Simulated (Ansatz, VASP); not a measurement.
**Two plane-wave programs on SiMo3**

```
Si Mo
1.0
     4.86159    0.00000    0.00000
     0.00000    4.86159    0.00000
     0.00000    0.00000    4.86159
Si Mo
2 6
Direct
  0.00000 0.98113 0.00000
  0.50000 0.48113 0.50000
  0.25000 0.97191 0.50000
  0.50000 0.81171 0.00000
  0.75000 0.97191 0.50000
  0.50000 0.31171 0.00000
  0.00000 0.47191 0.75000
  0.00000 0.47191 0.25000
```

Change from the starting cell: mode 4 (147.8 1/cm) frozen in, largest displacement -0.300 Å.

Alike in both runs: task single point; functional PBEsol; k mesh 8 × 8 × 8; occupations gaussian, width 0.15 eV; no spin polarisation.

```csv
,VASP,Ansatz
version,VASP 6.6.1,Ansatz 0.2.0
potentials or method,"VASP PAW PBE potentials, release 64 (Si, Mo_sv), cutoff 520 eV","scalar-relativistic, plane waves, PAW"
valence electrons in the cell,92,92
```

```tsv
	VASP	Ansatz	Ansatz less VASP
gap on the k mesh at the Fermi level (eV)	none	none	-
pressure (GPa)	4.0	3.3	-0.64
traceless stress, the component that is largest in VASP (GPa)	-1.55	-1.52	+0.028
rms of the force components (eV/Å)	0.871	0.869	-0.0024
```

VASP's potentials were made for PBE, not for PBEsol. Atom by atom the forces differ by 0.002 eV/Å (rms over components). A gap of «none» marks a metal or a gap that the smearing closes.
